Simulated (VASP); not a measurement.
Input of a VASP 6.6.1 run:

Contents of INCAR:

```
SYSTEM = MoW3
PREC = Accurate
ENCUT = 500
EDIFF = 1E-6
ISMEAR = 0
SIGMA = 0.2
LREAL = .FALSE.
LASPH = .TRUE.
NELM = 120
ALGO = Normal
ISIF = 2
LWAVE = .FALSE.
LCHARG = .FALSE.
GGA = PE
NBANDS = 66
GGA_COMPAT = .FALSE.
```

File KPOINTS:

```
regular mesh
0
G
  3 3 3
  0 0 0
```

Contents of POSCAR:

```
MoW3
1.0
    5.0771924735      0.0000000000      0.0000000000
    0.0000000000      5.0771924735      0.0000000000
    0.0000000000      0.0000000000      5.0771924735
Mo W
2 6
Direct
    0.0000000000      0.0000000000      0.0000000000
    0.5000000000      0.5000000000      0.5000000000
    0.0000000000      0.5000000000      0.7500000000
    0.0000000000      0.5000000000      0.2500000000
    0.5000000000      0.2500000000      0.0000000000
    0.5000000000      0.7500000000      0.0000000000
    0.2500000000      0.0000000000      0.5000000000
    0.7500000000      0.0000000000      0.5000000000
```

Potentials or basis: VASP PAW PBE potentials, release 64 (Mo_sv, W_sv).

Run with:

```console
$ cat potpaw_PBE.64/Mo_sv/POTCAR potpaw_PBE.64/W_sv/POTCAR > POTCAR
$ mpirun -np 1 vasp_std > vasp.out
```

(1) Predict the band gap on the k mesh.

(2) Estimate the pressure.

Results:

(1) zero (bands 56 and 57 overlap by 0.54 eV).

(2) -0.1 GPa.

Caveat: the k points lie up to 0.41 Å⁻¹ apart, too coarse for converged energies and pressures of a metal; spin-orbit coupling is left out, which moves the levels of the heavy elements.
